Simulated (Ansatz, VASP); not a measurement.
Al in VASP and in Ansatz

File INCAR:

```
SYSTEM = Al
ALGO = Fast ; EDIFF = 1E-7
ENCUT = 520 ; GGA = PS
ISIF = 2 ; ISMEAR = 0
IVDW = 12 ; LASPH = .True.
LCHARG = .False. ; LREAL = .False.
LWAVE = .False. ; NBANDS = 18
NELM = 60 ; PREC = Accurate
SIGMA = 0.15
```

The input KPOINTS:

```
k-points
0
Gamma
  18 18 4
  0 0 0
```

POSCAR

```
Al
1.0
   -2.7899121276      0.0000000000      0.0000000000
   -1.3949560638     -2.4161347768      0.0000000000
   -0.6974780319     -0.4026891295     13.9412785744
Al
6
Direct
    0.6527750000      0.6527750000      0.0833500000
    0.5972194444      0.5972194444      0.4166833333
    0.5416638889      0.5416638889      0.7500166667
    0.1805527778      0.1805527778      0.9166833333
    0.2916638889      0.2916638889      0.2500166667
    0.2361083333      0.2361083333      0.5833500000
```

Input for Ansatz:

```yaml
crystal:
  lattice:
    - [-2.7899121276, 0.0, 0.0]
    - [-1.3949560638, -2.4161347768, 0.0]
    - [-0.6974780319, -0.4026891295, 13.9412785744]
  atoms:
    - { symbol: Al, position: [0.652775, 0.652775, 0.08335] }
    - { symbol: Al, position: [0.5972194444, 0.5972194444, 0.4166833333] }
    - { symbol: Al, position: [0.5416638889, 0.5416638889, 0.7500166667] }
    - { symbol: Al, position: [0.1805527778, 0.1805527778, 0.9166833333] }
    - { symbol: Al, position: [0.2916638889, 0.2916638889, 0.2500166667] }
    - { symbol: Al, position: [0.2361083333, 0.2361083333, 0.58335] }
basis:
  ecutwfc: 420
kpoints:
  mp_grid: { grid: [18, 18, 4] }
hamiltonian:
  xc: pbesol
  pseudopotentials: { kind: paw, azcp: { folder: soft_1 } }
  dispersion: d3bj
scf:
  occupations: { method: gaussian, width: 0.15 }
output:
  forces: true
  stress: true
  eigenvalues: true
```

Alike in both runs: task single point; functional PBEsol; dispersion D3(BJ); k mesh 18 × 18 × 4; occupations gaussian, width 0.15 eV; no spin polarisation.

|  | VASP | Ansatz |
| --- | --- | --- |
| version | VASP 6.6.1 | Ansatz 0.2.0 |
| potentials or method | VASP PAW PBE potentials, release 64 (Al), cutoff 520 eV | scalar-relativistic, plane waves, PAW |
| valence electrons in the cell | 18 | 18 |

```csv
,VASP,Ansatz,Ansatz less VASP
gap on the k mesh at the Fermi level (eV),none,none,-
pressure (GPa),0.4,0.3,-0.10
"traceless stress, the component that is largest in VASP (GPa)",-0.45,-0.44,+0.003
rms of the force components (eV/Å),0.064,0.064,-0.0003
```

VASP's potentials were made for PBE, not for PBEsol, and Ansatz warns of the same on its side. Atom by atom the forces differ by 0.000 eV/Å (rms over components). A gap of «none» marks a metal or a gap that the smearing closes.
